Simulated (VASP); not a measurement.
Set up this calculation in VASP 6.6.1, as the native input.

| Property | Result |
| --- | --- |
| Task | single point |
| Functional | PBE |
| Potentials or basis | VASP PAW PBE potentials, release 64 (Au) |
| Cutoff | 520 eV |
| k mesh | 17 × 17 × 17 |
| Occupations | fermi-dirac, width 0.1 eV |
| Spin | no spin polarisation |
| Dipole correction | no |
| Further INCAR settings | ALGO = Normal; EDIFF = 1e-06; NBANDS = 12 |

The structure of Au lies in POSCAR:

```
Au
1.0
    0.0000000000      1.6716053446      1.6716053446
    1.6716053446      0.0000000000      1.6716053446
    1.6716053446      1.6716053446      0.0000000000
Au
1
Direct
    0.0000000000      0.0000000000      0.0000000000
```

This cell differs from its parent crystal: volume scaled by 0.52.

These files were run (other wordings do the same):

INCAR

```
SYSTEM = Au
PREC = Accurate
ENCUT = 520
EDIFF = 1E-6
ISMEAR = -1
SIGMA = 0.1
LREAL = .False.
LASPH = .True.
NELM = 60
ALGO = Normal
ISIF = 2
LWAVE = .False.
LCHARG = .True.
GGA = PE
LELF = .True.
LVHAR = .True.
NBANDS = 12
```

KPOINTS

```
regular mesh
0
Gamma
  17 17 17
  0 0 0
```

Potentials or basis: VASP PAW PBE potentials, release 64 (Au).

Run with:

```bash
$ cat potpaw_PBE.64/Au/POTCAR > POTCAR
$ mpirun -np 1 vasp_std > vasp.out
```

It gave:

```yaml
Pressure: 568.4 GPa
```

Wall time 11 s on 1 thread of Intel(R) Xeon(R) Platinum 8488C (Sapphire Rapids) (shared host), peak memory 0.13 GiB.
